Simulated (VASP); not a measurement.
Runs of VASP 6.6.1 on PbS (rocksalt type). The structure is that of space group Fm-3m (No. 225), or close to it. The cells are those of the table. 

```csv
task,cell,k mesh,cutoff (eV),gap on the mesh (eV),pressure (GPa)
single point,"a = 4.249 Å, angles 60.0°, 2 atoms",13 × 13 × 13,520,-,(a)
single point,"a = 3.621 Å, angles 60.0°, 2 atoms",14 × 14 × 14,520,none,67.9
relaxation of cell and atoms,"relaxed from a = 3.809 Å, angles 60.0°, 2 atoms",13 × 13 × 13,600,-,0.0
relaxation of cell and atoms,"relaxed to 68 GPa from a = 3.623 Å, angles 60.0°, 2 atoms",14 × 14 × 14,600,none,68.0
single point,"a = 3.623 Å, angles 60.0°, 2 atoms",14 × 14 × 14,520,none,67.5
relaxation of cell and atoms,"relaxed to 68 GPa from a = 3.621 Å, angles 60.0°, 2 atoms",14 × 14 × 14,600,none,68.0
```

Alike in all rows: level PBE; potentials or basis VASP PAW PBE potentials, release 64 (Pb_d, S); no spin polarisation; smearing fermi-dirac 0.05 eV.

Problem. Fill in the values left out.

Solution. (a) -0.1.

Caveats: spin-orbit coupling is left out, which moves the levels of the heavy elements; the cell is relaxed towards a set pressure, so the enthalpy falls and the energy may rise (some runs); the relaxation stopped at its first step, so nothing moved (some runs).

A k mesh can miss the band edges, and the runs leave out spin-orbit coupling on Pb.

A gap of «none» marks levels without a gap at the run's occupations.
